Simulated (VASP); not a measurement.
Crystal: AlN.

```
Al N
1.0
     0.00000    2.18488    2.22857
     2.18488    0.00000    2.22857
     2.18488    2.18488    0.00000
Al N
1 1
Cartesian
  0.0000 0.0000 0.0000
  1.0924 1.0924 1.1143
```

This cell differs from its parent crystal: uniaxial z strain +2.0%.

Base run:

```yaml
Program: VASP 6.6.1
Functional: r2SCAN
Potentials_or_basis: VASP PAW PBE potentials, release 64 (Al, N)
Cutoff: 520 eV
k_mesh: 10 × 10 × 10
Occupations: gaussian, width 0.01 eV
Spin: no spin polarisation
```

Its results: band gap on the k mesh 3.86 eV (least direct gap 4.67 eV); pressure -4.4 GPa.

Task: The run is repeated on the same cell with these changes: functional from r2SCAN to PBE; occupations from gaussian, width 0.01 eV to fermi-dirac, width 0.02 eV. What comes out?

Result: Band gap on the k mesh 3.25 eV (least direct gap 3.98 eV); pressure 0.3 GPa.

Caveats: the cell stands under tension (at least some runs); the PAW data sets were made with another functional, which shifts forces and pressure a little (at least some runs).

A k mesh can miss the band edges.
